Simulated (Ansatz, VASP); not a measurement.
One calculation of Ta, two programs

```
Ta
1.0
    -1.63740    1.63740    1.63740
     1.63740   -1.63740    1.63740
     1.63740    1.63740   -1.63740
Ta
1
Direct
  0.00000 0.00000 0.00000
```

Alike in both runs: task single point; functional PBE; k mesh 12 × 12 × 12; occupations fermi-dirac, width 0.1 eV; no spin polarisation.

|  | VASP | Ansatz |
| --- | --- | --- |
| version | VASP 6.6.1 | Ansatz 0.2.0 |
| potentials or method | VASP PAW PBE potentials, release 64 (Ta_pv), cutoff 520 eV | plane waves, PAW |
| valence electrons in the cell | 11 | 13 |

|  | VASP | Ansatz | Ansatz less VASP |
| --- | --- | --- | --- |
| pressure (GPa) | 8.4 | 8.2 | -0.17 |

VASP's potentials hold 11 valence electrons a cell and Ansatz's 13, so a difference there can come from the potentials and not from the codes.

Spin-orbit coupling is off throughout.
